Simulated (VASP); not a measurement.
Here is a VASP 6.6.1 calculation.

File INCAR:

```
PREC = Accurate ; ENCUT = 520
EDIFF = 1E-6 ; ISMEAR = 0
SIGMA = 0.05 ; LREAL = False
LASPH = True ; NELM = 60
ALGO = Normal ; ISIF = 2
LWAVE = False ; LCHARG = False
GGA = PS ; NBANDS = 11
```

File KPOINTS:

```
Automatic mesh
0
Gamma
  10 10 10
```

File POSCAR:

```
BeS
1.0
    0.0000000000      2.4309661568      2.4702430208
    2.4702430208      0.0000000000      2.4702430208
    2.4702430208      2.4309661568      0.0000000000
Be S
1 1
Direct
    0.0000000000      0.0000000000      0.0000000000
    0.7500000000      0.7500000000      0.7500000000
```

Potentials or basis: VASP PAW PBE potentials, release 64 (Be, S).

The run is started by

```bash
$ cat potpaw_PBE.64/Be/POTCAR potpaw_PBE.64/S/POTCAR > POTCAR
$ mpirun -np 1 vasp_std > vasp.out
```

Question: Estimate the band gap on the k mesh.

Answer: 2.88 eV (least direct gap 5.33 eV).

Question: What does it give for the pressure?

Answer: -4.0 GPa.

Stress tensor (GPa, compression positive):
```
-4.51  0.00  0.00
 0.00 -3.07  0.00
 0.00  0.00 -4.51
```

Caveat: the cell stands under tension; the PAW data sets were made with another functional, which shifts forces and pressure a little. A k mesh can miss the band edges.
